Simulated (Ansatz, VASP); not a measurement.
# AlN: VASP beside Ansatz

INCAR

```
PREC = Accurate
ENCUT = 520
EDIFF = 1E-7
ISMEAR = 0
SIGMA = 0.02
LREAL = False
LASPH = True
NELM = 80
ALGO = Normal
ISIF = 2
LWAVE = False
LCHARG = False
GGA = PS
NBANDS = 16
```

KPOINTS

```
regular mesh
0
Gamma
  9 9 4
```

The input POSCAR:

```
AlN
1.0
    3.1137807606      0.0000000000      0.0000000000
   -1.5568903803      2.6966132405      0.0000000000
    0.0000000000      0.0000000000      4.9836450386
Al N
2 2
Direct
    0.6666666667      0.3333333333      0.4990218942
    0.3333333333      0.6666666667      0.9990218942
    0.6666666667      0.3333333333      0.8809781058
    0.3333333333      0.6666666667      0.3809781058
```

Input for Ansatz:

```yaml
crystal:
  lattice:
    - [3.1137807606, 0.0, 0.0]
    - [-1.5568903803, 2.6966132405, 0.0]
    - [0.0, 0.0, 4.9836450386]
  atoms:
    - { symbol: Al, position: [0.6666666667, 0.3333333333, 0.4990218942] }
    - { symbol: Al, position: [0.3333333333, 0.6666666667, 0.9990218942] }
    - { symbol: "N", position: [0.6666666667, 0.3333333333, 0.8809781058] }
    - { symbol: "N", position: [0.3333333333, 0.6666666667, 0.3809781058] }
basis:
  ecutwfc: 420
  xc_grid: 2
kpoints:
  mp_grid: { grid: [9, 9, 4] }
  band_path: { path: [VBM, CBM], npoints: 2 }
hamiltonian:
  xc: pbesol
scf:
  occupations: { method: gaussian, width: 0.02 }
output:
  forces: true
  stress: true
  eigenvalues: true
```

Alike in both runs: task single point; functional PBEsol; k mesh 9 × 9 × 4; occupations gaussian, width 0.02 eV; no spin polarisation.

|  | VASP | Ansatz |
| --- | --- | --- |
| version | VASP 6.6.1 | Ansatz 0.2.0 |
| potentials or method | VASP PAW PBE potentials, release 64 (Al, N), cutoff 520 eV | scalar-relativistic, plane waves, PAW |
| valence electrons in the cell | 16 | 16 |

|  | VASP | Ansatz | Ansatz less VASP |
| --- | --- | --- | --- |
| gap on the k mesh at the Fermi level (eV) | 4.11 | 4.09 | -0.017 |
| least direct gap on the mesh (eV) | 4.11 | 4.09 | -0.017 |
| pressure (GPa) | 0.0 | 0.0 | +0.02 |

VASP's potentials were made for PBE, not for PBEsol. The functional is the same, so the differences come from potentials, cutoffs and numerics.
